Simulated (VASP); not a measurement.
ZnS: single point with r2SCAN

ZnS:

```
Zn S
1.0
    -3.80672    0.00000    0.00000
     0.00000    0.00000   -6.24574
     0.00000   -6.59344    0.00000
Zn S
4 4
Direct
  0.50000 0.99226 0.16738
  0.00000 0.99593 0.66595
  0.00000 0.49696 0.33405
  0.50000 0.49330 0.83262
  0.50000 0.62922 0.17438
  0.00000 0.62039 0.65895
  0.00000 0.11156 0.34104
  0.50000 0.12039 0.82562
```

This cell differs from its parent crystal: atoms displaced along a vibrational mode.

```json
{
 "Program": "VASP 6.6.1",
 "Task": "single point",
 "Functional": "r2SCAN",
 "Potentials or basis": "VASP PAW PBE potentials, release 64 (Zn, S)",
 "Cutoff": "520 eV",
 "k mesh": "6 × 4 × 4",
 "Occupations": "gaussian, width 0.05 eV",
 "Spin": "no spin polarisation",
 "Dipole correction": "no",
 "Further INCAR settings": "ALGO = Normal; EDIFF = 1e-06; NBANDS = 46"
}
```

```
Pressure               : 0.3 GPa
Largest force          : 1.061 eV/Å
Band gap on the k mesh : 2.76 eV
```

Forces on the atoms (eV/Å):
```
Zn   0.000  0.111 -0.455
Zn   0.000 -0.177  0.254
Zn   0.000  0.150  0.365
Zn   0.000 -0.090 -0.205
S    0.000  0.623  0.792
S    0.000 -0.741 -0.017
S    0.000  0.778 -0.722
S    0.000 -0.655 -0.014
```

Stress tensor (GPa, compression positive):
```
0.21 0.00 0.00
0.00 0.43 0.00
0.00 0.00 0.34
```

Levels at points of the mesh, in eV from the valence-band top:
```tsv
k point	band 33	band 34	band 35	band 36	band 37	band 38	band 39	band 40
(0.00, 0.00, 0.00)	-0.86	-0.08	0.00	0.00	2.76	3.60	4.03	4.76
(0.50, 0.00, 0.00)	-1.71	-1.69	-1.67	-1.48	4.96	4.98	5.68	5.82
(0.00, 0.50, 0.00)	-0.52	-0.52	-0.45	-0.44	3.84	3.93	4.13	4.18
(0.50, 0.50, 0.00)	-1.55	-1.51	-1.47	-1.46	4.75	4.86	4.96	5.08
(0.00, 0.00, 0.50)	-0.75	-0.57	-0.53	-0.40	4.38	4.45	4.54	4.58
(0.50, 0.00, 0.50)	-1.81	-1.63	-0.93	-0.88	3.97	4.08	4.56	4.90
(0.00, 0.50, 0.50)	-1.26	-1.20	-1.05	-0.98	4.57	4.63	4.82	4.87
(0.50, 0.50, 0.50)	-1.64	-1.60	-1.58	-1.57	3.85	3.92	3.97	4.02
```

Wall time 9.3 min on 1 thread of AMD EPYC 9R45 96-Core Processor (Zen 5), with other jobs on the host, peak memory 0.37 GiB.

Caveat: the cell differs from its parent crystal (atoms displaced along a vibrational mode); the PAW data sets were made with another functional, which shifts forces and pressure a little.
